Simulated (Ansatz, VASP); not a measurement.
One calculation of SnSe, two programs

Contents of INCAR:

```
PREC     = Accurate       # precision mode
ENCUT    = 520            # plane-wave cutoff, eV
EDIFF    = 1E-6           # SCF threshold, eV
ISMEAR   = -1             # smearing method
SIGMA    = 0.02           # smearing width, eV
LREAL    = F              # projectors in reciprocal space
LASPH    = T              # aspherical terms in the spheres
NELM     = 80             # most SCF steps
ALGO     = Normal         # electronic algorithm
ISIF     = 2              # what is computed and relaxed
LWAVE    = F              # write WAVECAR
LCHARG   = F              # write CHGCAR
GGA      = PE             # functional
NBANDS   = 17             # bands
```

The input KPOINTS:

```
Automatic mesh
0
Gamma
  9 9 9
```

Contents of POSCAR:

```
SnSe
1.0
    0.0000000000      3.0496098055      3.0496098055
    3.0496098055      0.0000000000      3.0496098055
    3.0496098055      3.0496098055      0.0000000000
Sn Se
1 1
Direct
    0.0000000000      0.0000000000      0.0000000000
    0.5000000000      0.5000000000      0.5000000000
```

Input for Ansatz:

```yaml
crystal:
  lattice:
    - [0.0, 3.0496098055, 3.0496098055]
    - [3.0496098055, 0.0, 3.0496098055]
    - [3.0496098055, 3.0496098055, 0.0]
  atoms:
    - { symbol: Sn, position: [0.0, 0.0, 0.0] }
    - { symbol: Se, position: [0.5, 0.5, 0.5] }
kpoints:
  mp_grid: { grid: [9, 9, 9] }
scf:
  occupations: { method: fermi_dirac, width: 0.02 }
hamiltonian:
  xc: pbe
  pseudopotentials: { kind: all_electron, lapw: { basis_error: 0.00025 } }
output:
  forces: true
  stress: true
  eigenvalues: true
```

Change from the starting cell: volume scaled by 1.04.

Alike in both runs: task single point; functional PBE; k mesh 9 × 9 × 9; occupations fermi-dirac, width 0.02 eV; no spin polarisation.

|  | VASP | Ansatz |
| --- | --- | --- |
| version | VASP 6.6.1 | Ansatz 0.2.0 |
| potentials or method | VASP PAW PBE potentials, release 64 (Sn_d, Se), cutoff 520 eV | all-electron LAPW, scalar-relativistic |

|  | VASP | Ansatz | Ansatz less VASP |
| --- | --- | --- | --- |
| pressure (GPa) | -0.9 | -0.9 | +0.01 |

Ansatz ran all-electron here, and VASP with PAW potentials.
